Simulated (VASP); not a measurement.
# InSe (P6_3/mmc) in VASP: a series of runs

InSe is run at these levels: PBE; tasks: single point.

Program: VASP 6.6.1. These are calculated values, not measurements. Logs are shortened: lines on timing, memory, paths and dates and some standing lists are left out, and cuts for length are marked.

## 1. The cell of the first run

The structure is hexagonal, space group P6_3/mmc (No. 194). Conventional cell: a = 3.995 Å, b = 3.995 Å, c = 16.701 Å, α = 90.00°, β = 90.00°, γ = 120.00°. In (site symmetry 3m) has 3 Se at 2.65 Å and 1 In at 2.78 Å within 3.5 Å. Se (site symmetry 3m) has 3 In at 2.65 Å within 3.5 Å.

## 2. Single point, PBE (volume scaled by 0.96, then relaxed in part)

INCAR

```
ALGO = Normal
EDIFF = 1E-6
ENCUT = 520
GGA = PE
ISIF = 2
ISMEAR = -1
LASPH = T
LCHARG = F
LREAL = F
LWAVE = F
NBANDS = 48
NELM = 100
PREC = Accurate
SIGMA = 0.05
```

KPOINTS

```
k-points
0
Gamma
  13 13 3
```

POSCAR

```
InSe
1.0
    3.9952623279      0.0000000000      0.0000000000
   -1.9976311640      3.4599986707      0.0000000000
    0.0000000000      0.0000000000     16.7011881674
In Se
4 4
Direct
    0.3333333333      0.6666666667      0.1666435793
    0.6666666667      0.3333333333      0.6666435793
    0.3333333333      0.6666666667      0.3333564207
    0.6666666667      0.3333333333      0.8333564207
    0.3333333333      0.6666666667      0.5886997607
    0.6666666667      0.3333333333      0.0886997607
    0.3333333333      0.6666666667      0.9113002393
    0.6666666667      0.3333333333      0.4113002393
```

Potentials or basis: VASP PAW PBE potentials, release 64 (In_d, Se).

The run is started by

```sh
cat potpaw_PBE.64/In_d/POTCAR potpaw_PBE.64/Se/POTCAR > POTCAR
mpirun -np 1 vasp_std > vasp.out
```

OUTCAR:

```text
EDIFF = 1E-6
   ENCUT = 520
   GGA = PE
   ISIF = 2
   ISMEAR = -1
   LASPH = T
   LREAL = F
   NELM = 100
   PREC = Accurate

 ion  position               nearest neighbor table
   1  0.333  0.667  0.167-   6 2.65   6 2.65   6 2.65   3 2.78
   2  0.667  0.333  0.667-   5 2.65   5 2.65   5 2.65   4 2.78
   3  0.333  0.667  0.333-   8 2.65   8 2.65   8 2.65   1 2.78
   4  0.667  0.333  0.833-   7 2.65   7 2.65   7 2.65   2 2.78
   5  0.333  0.667  0.589-   2 2.65   2 2.65   2 2.65
   6  0.667  0.333  0.089-   1 2.65   1 2.65   1 2.65
   7  0.333  0.667  0.911-   4 2.65   4 2.65   4 2.65
   8  0.667  0.333  0.411-   3 2.65   3 2.65   3 2.65

  LATTYP: Found a hexagonal cell.
 ALAT       =     3.9952623279
 C/A-ratio  =     4.1802482032

  Lattice vectors:

 A1 = (   3.9952623279,   0.0000000000,   0.0000000000)
 A2 = (  -1.9976311640,   3.4599986707,   0.0000000000)
 A3 = (   0.0000000000,   0.0000000000,  16.7011881674)

Analysis of symmetry for initial positions (statically):
=====================================================================
 Subroutine PRICEL returns:
 Original cell was already a primitive cell.

 Routine SETGRP: Setting up the symmetry group for a
 hexagonal supercell.

 Subroutine GETGRP returns: Found 24 space group operations
 (whereof 12 operations were pure point group operations)
 out of a pool of 24 trial point group operations.

The static configuration has the point symmetry D_3d.
 The point group associated with its full space group is D_6h.

Analysis of symmetry for dynamics (positions and initial velocities):
=====================================================================
 Subroutine PRICEL returns:
 Original cell was already a primitive cell.

 Routine SETGRP: Setting up the symmetry group for a
 hexagonal supercell.

 Subroutine GETGRP returns: Found 24 space group operations
 (whereof 12 operations were pure point group operations)
 out of a pool of 24 trial point group operations.

The dynamic configuration has the point symmetry D_3d.
 The point group associated with its full space group is D_6h.

 Subroutine INISYM returns: Found 24 space group operations
 (whereof 12 operations are pure point group operations),
 and found     1 'primitive' translations

----------------------------------------------------------------------------------------

                                     Primitive cell

  volume of cell :     230.8706

  direct lattice vectors                    reciprocal lattice vectors
     3.995262328  0.000000000  0.000000000     0.250296456  0.144508726  0.000000000
    -1.997631164  3.459998671  0.000000000     0.000000000  0.289017452  0.000000000
     0.000000000  0.000000000 16.701188167     0.000000000  0.000000000  0.059875979

  length of vectors
     3.995262328  3.995262328 16.701188167     0.289017452  0.289017452  0.059875979

  position of ions in fractional coordinates (direct lattice)
     0.333333333  0.666666667  0.166643579
     0.666666667  0.333333333  0.666643579
     0.333333333  0.666666667  0.333356421
     0.666666667  0.333333333  0.833356421
     0.333333333  0.666666667  0.588699761
     0.666666667  0.333333333  0.088699761
     0.333333333  0.666666667  0.911300239
     0.666666667  0.333333333  0.411300239

  ion indices of the primitive-cell ions
   primitive index   ion index
                 1           1
                 2           2
                 3           3
                 4           4
                 5           5
                 6           6
                 7           7
                 8           8

----------------------------------------------------------------------------------------

 KPOINTS: k-points

Automatic generation of k-mesh.
 Grid dimensions read from file:
 generate k-points for:   13   13    3

 Generating k-lattice:

  Cartesian coordinates                     Fractional coordinates (reciprocal lattice)
     0.019253574  0.011116056  0.000000000     0.076923077  0.000000000  0.000000000
     0.000000000  0.022232112  0.000000000     0.000000000  0.076923077  0.000000000
     0.000000000  0.000000000  0.019958660     0.000000000  0.000000000  0.333333333

  Length of vectors
     0.022232112  0.022232112  0.019958660

  Shift w.r.t. Gamma in fractional coordinates (k-lattice)
     0.000000000  0.000000000  0.000000000

 Subroutine IBZKPT returns following result:
 ===========================================

 Found     42 irreducible k-points:

 Following reciprocal coordinates:
            Coordinates               Weight
  0.000000  0.000000  0.000000      1.000000
  0.076923 -0.000000  0.000000      6.000000
  0.153846  0.000000  0.000000      6.000000
  0.230769 -0.000000  0.000000      6.000000
  0.307692  0.000000  0.000000      6.000000
  0.384615 -0.000000  0.000000      6.000000
[... 16 lines left out ...]
  0.076923 -0.000000  0.333333     12.000000
  0.153846  0.000000  0.333333     12.000000
 [... further k-points ...]
   k-points           NKPTS =     42   k-points in BZ     NKDIM =     42   number of bands    NBANDS=     48
   number of dos      NEDOS =    301   number of ions     NIONS =      8
   total plane-waves  NPLWV = 113400
   dimension x,y,z NGX =    30 NGY =   30 NGZ =  126
   dimension x,y,z NGXF=    60 NGYF=   60 NGZF=  252
   ions per type =               4   4
   NGX,Y,Z   is equivalent  to a cutoff of  12.48, 12.48, 12.54 a.u.
   NGXF,Y,Z  is equivalent  to a cutoff of  24.97, 24.97, 25.08 a.u.
 SYSTEM =  unknown system
   PREC   = accura    normal or accurate (medium, high low for compatibility)
   ISTART =      0    job   : 0-new  1-cont  2-samecut
   ICHARG =      2    charge: 1-file 2-atom 10-const
   ISPIN  =      1    spin polarized calculation?
   LNONCOLLINEAR =      F non collinear calculations
   LSORBIT =      F    spin-orbit coupling
   LASPH  =      T    aspherical Exc in radial PAW
   ENCUT  =  520.0 eV  38.22 Ry    6.18 a.u.   7.43  7.43 31.05*2*pi/ulx,y,z
   NELM   =    100;   NELMIN=  2; NELMDL= -5     # of ELM steps
   EDIFF  = 0.1E-05   stopping-criterion for ELM
   LREAL  =      F    real-space projection
   EDIFFG = 0.1E-04   stopping-criterion for IOM
   NSW    =      0    number of steps for IOM
   IBRION =     -1    ionic relax: 0-MD 1-quasi-New 2-CG
   NFREE  =      0    steps in history (QN), initial steepest desc. (CG)
   ISIF   =      2    stress and relaxation
   ISYM   =      2    0-nonsym 1-usesym 2-fastsym
   POTIM  = 0.5000    time-step for ionic-motion
   TEBEG  =    0.0;   TEEND  =   0.0 temperature during run
   PSTRESS=    0.0 pullay stress
   NELECT =      76.0000    total number of electrons
   NUPDOWN=      -1.0000    fix difference up-down
   EMIN   =  10.00;   EMAX   =-10.00  energy-range for DOS
   EFERMI =   0.00;   METHOD = LEGACY
   ISMEAR =    -1;   SIGMA  =   0.05  broadening in eV -4-tet -1-fermi 0-gaus
   EFERMI_NEDOS =   21; number of points for ismear=-14 and -15
   IALGO  =     38    algorithm
   IMIX   =      4    mixing-type and parameters
     AMIX     =   0.40;   BMIX     =  1.00
     AMIX_MAG =   1.60;   BMIX_MAG =  1.00
  volume/ion in A,a.u.               =      28.86       194.75
  Fermi-wavevector in a.u.,A,eV,Ry     =   1.130377  2.136102 17.384861  1.277751
  Thomas-Fermi vector in A             =   2.267073
   LORBIT       =      0    0 simple, 1 ext, 2 COOP (PROOUT), +10 PAW based schemes
   GGA     = PE    functional components
   LHFCALC =     F    Hartree Fock is set to
   AEXX    =    0.0000 exact exchange contribution
   IVDW    =     0    specifies the selected vdW correction
   LEPSILON=     F    determine dielectric tensor
   LRPA    =     F    only Hartree local field effects (RPA)
 non-spin polarized calculation
  energy-cutoff  :      520.00
  volume of cell :      230.87
 maximum number of plane-waves:      6253
 NGX is ok and might be reduce to    30
   NGX = 15   NGY = 15   NGZ = 63

 number of electron      75.9999988 magnetization

 Free energy of the ion-electron system (eV)
  ---------------------------------------------------
  ext. energy  EPLUGINS =         0.00000000
  ---------------------------------------------------
  free energy    TOTEN  =       -28.25098366 eV

  energy without entropy =      -28.25093334  energy(sigma->0) =      -28.25095850

 E-fermi :   4.4640     XC(G=0):  -8.9824

 val. band max:        4.1860989708   @ k =   0.0000   0.0000   0.0000
 cond. band min:       4.6562586048   @ k =   0.0000   0.0000   0.0000
 fundamental gap:      0.4701596340
 Fermi energy:         4.4640004083

 k-point     1 :       0.0000    0.0000    0.0000
  band No.  band energies     occupation
      1     -10.5914      2.00000
      2     -10.5905      2.00000
      3     -10.4031      2.00000
      4     -10.4031      2.00000
      5     -10.4026      2.00000
      6     -10.4026      2.00000
[... 40 lines left out ...]
     47       9.2414      0.00000
     48       9.6913      0.00000

 k-point     2 :       0.0769   -0.0000    0.0000
  band No.  band energies     occupation
      1     -10.5909      2.00000
      2     -10.5901      2.00000
      3     -10.4279      2.00000
      4     -10.4239      2.00000
      5     -10.4020      2.00000
      6     -10.4016      2.00000
[... 40 lines left out ...]
     47       9.2135      0.00000
     48       9.4710      0.00000

 k-point     3 :       0.1538    0.0000    0.0000
  band No.  band energies     occupation
      1     -10.5928      2.00000
      2     -10.5926      2.00000
      3     -10.4835      2.00000
      4     -10.4727      2.00000
      5     -10.4122      2.00000
      6     -10.4001      2.00000
[... 40 lines left out ...]
     47       8.7729      0.00000
     48       9.2387      0.00000

 k-point     4 :       0.2308   -0.0000    0.0000
  band No.  band energies     occupation
      1     -10.6141      2.00000
      2     -10.6096      2.00000
      3     -10.5264      2.00000
      4     -10.5162      2.00000
      5     -10.4856      2.00000
      6     -10.4699      2.00000
[... 958 lines left out ...]
     47       9.4454      0.00000
     48       9.7781      0.00000

 k-point    23 :       0.0769   -0.0000    0.3333
  band No.  band energies     occupation
      1     -10.5907      2.00000
      2     -10.5903      2.00000
      3     -10.4269      2.00000
      4     -10.4250      2.00000
      5     -10.4019      2.00000
      6     -10.4017      2.00000
[... 40 lines left out ...]
     47       9.3868      0.00000
     48       9.5942      0.00000

 k-point    24 :       0.1538    0.0000    0.3333
  band No.  band energies     occupation
      1     -10.5928      2.00000
      2     -10.5926      2.00000
      3     -10.4811      2.00000
      4     -10.4758      2.00000
      5     -10.4088      2.00000
      6     -10.4028      2.00000
[... 40 lines left out ...]
     47       8.8342      0.00000
     48       9.1108      0.00000

 [... further k-points ...]
[... 5 lines left out ...]
  --------------------------------------------------------------------------------------
  -------------------------------------------------------------------------------------
  Total        3.9006991      3.9006991      3.4154708     -0.0000000     -0.0000000      0.0000000
  in kB       27.0697616     27.0697616     23.7024132     -0.0000000     -0.0000000      0.0000000
  external PRESSURE =      25.9473121 kB  Pullay stress =       0.0000000 kB

 VOLUME and BASIS-vectors are now :
 -----------------------------------------------------------------------------
  energy-cutoff  :      520.00
  volume of cell :      230.87
      direct lattice vectors                 reciprocal lattice vectors
     3.995262328  0.000000000  0.000000000     0.250296456  0.144508726  0.000000000
    -1.997631164  3.459998671  0.000000000     0.000000000  0.289017452  0.000000000
     0.000000000  0.000000000 16.701188167     0.000000000  0.000000000  0.059875979

 POSITION                                       TOTAL-FORCE (eV/Angst)
 -----------------------------------------------------------------------------------
     -0.00000      2.30667      2.78315        -0.000000     -0.000000      0.015693
      1.99763      1.15333     11.13374         0.000000      0.000000      0.015693
     -0.00000      2.30667      5.56745        -0.000000     -0.000000     -0.015693
      1.99763      1.15333     13.91804         0.000000      0.000000     -0.015693
     -0.00000      2.30667      9.83199         0.000000     -0.000000     -0.014796
      1.99763      1.15333      1.48139        -0.000000      0.000000     -0.014796
     -0.00000      2.30667     15.21980         0.000000     -0.000000      0.014796
      1.99763      1.15333      6.86920        -0.000000      0.000000      0.014796
 -----------------------------------------------------------------------------------
    total drift:                               -0.000000      0.000000      0.000000

  FREE ENERGIE OF THE ION-ELECTRON SYSTEM (eV)
  ---------------------------------------------------
  free  energy   TOTEN  =       -28.2509836589 eV

  energy  without entropy=      -28.2509333404  energy(sigma->0) =      -28.25095850
```

Wall time 14 min (1 thread of AMD EPYC 7R43 (Zen 3), shared host); peak memory 0.52 GiB.

Results:

- Free energy: -28.2510 eV
- Pressure: 2.6 GPa
- Largest force: 0.016 eV/Å
- Band gap on the k mesh: 0.47 eV, direct

Forces on the atoms (eV/Å):
```
In   0.000  0.000  0.016
In   0.000  0.000  0.016
In   0.000  0.000 -0.016
In   0.000  0.000 -0.016
Se   0.000  0.000 -0.015
Se   0.000  0.000 -0.015
Se   0.000  0.000  0.015
Se   0.000  0.000  0.015
```

Stress tensor (GPa, compression positive):
```
2.71 0.00 0.00
0.00 2.71 0.00
0.00 0.00 2.37
```

Caveat: spin-orbit coupling is left out, which moves the levels of the heavy elements; this functional lacks dispersion, which binds the layers, so the pressure and a relaxed spacing across them are unreliable.

(Part 1 of 2 ends here.)
